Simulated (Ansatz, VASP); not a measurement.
Given: the input of a run of Ansatz 0.2.0 on Ga.

File input.yaml:

```yaml
crystal:
  lattice:
    - [3.842235205, -2.3420381418, 0.0]
    - [3.842235205, 2.3420381418, 0.0]
    - [0.0, 0.0, 4.5179784027]
  atoms:
    - { symbol: Ga, position: [0.66555049, 0.00968539, 0.25] }
    - { symbol: Ga, position: [0.00968539, 0.66555049, 0.75] }
    - { symbol: Ga, position: [0.33444951, 0.99031461, 0.75] }
    - { symbol: Ga, position: [0.99031461, 0.33444951, 0.25] }
hamiltonian:
  xc: pbe
  pseudopotentials: { kind: paw }
kpoints:
  mp_grid: { grid: [7, 7, 6] }
scf:
  occupations: { method: fermi_dirac, width: 0.05 }
output:
  forces: true
  stress: true
  eigenvalues: true
```

Potentials or basis: Ansatz PAW.

Run with:

```console
$ ansatz run input.yaml --threads 2 --pin off --max-ram 5120MiB --backend cpu --events-out ev --progress --plain --runs-dir out
```

**Question.** Translate it to VASP 6.6.1. Potentials there: VASP PAW PBE potentials, release 64 (Ga_d).

**Answer.** As run (the cutoff follows the program's own potentials):

Contents of INCAR:

```
PREC     = Accurate       # precision mode
ENCUT    = 520            # plane-wave cutoff, eV
EDIFF    = 1E-7           # SCF threshold, eV
ISMEAR   = -1             # smearing method
SIGMA    = 0.05           # smearing width, eV
LREAL    = F              # projectors in reciprocal space
LASPH    = T              # aspherical terms in the spheres
NELM     = 100            # most SCF steps
ALGO     = Fast           # electronic algorithm
ISIF     = 2              # what is computed and relaxed
LWAVE    = F              # write WAVECAR
LCHARG   = T              # write CHGCAR
GGA      = PE             # functional
LELF     = T              # ELF
LVHAR    = T            
NBANDS   = 34             # bands
```

Contents of KPOINTS:

```
Automatic mesh
0
Gamma
  7 7 6
```

Contents of POSCAR:

```
Ga
1.0
    3.8422352050     -2.3420381418      0.0000000000
    3.8422352050      2.3420381418      0.0000000000
    0.0000000000      0.0000000000      4.5179784027
Ga
4
Direct
    0.6655504900      0.0096853900      0.2500000000
    0.0096853900      0.6655504900      0.7500000000
    0.3344495100      0.9903146100      0.7500000000
    0.9903146100      0.3344495100      0.2500000000
```

Potentials or basis: VASP PAW PBE potentials, release 64 (Ga_d).

The run is started by

```console
$ cat potpaw_PBE.64/Ga_d/POTCAR > POTCAR
$ mpirun -np 1 vasp_std > vasp.out
```

Both were run:

|  | VASP | Ansatz | Ansatz less VASP |
| --- | --- | --- | --- |
| gap on the k mesh at the Fermi level (eV) | none | none | - |
| pressure (GPa) | 2.2 | 2.1 | -0.11 |
| traceless stress, the component that is largest in VASP (GPa) | 0.46 | 0.45 | -0.010 |
| rms of the force components (eV/Å) | 0.020 | 0.019 | -0.0006 |

Atom by atom the forces differ by 0.002 eV/Å (rms over components). A gap of «none» marks a metal or a gap that the smearing closes. With one functional, cell and mesh, what is left measures potentials, basis and numerics.
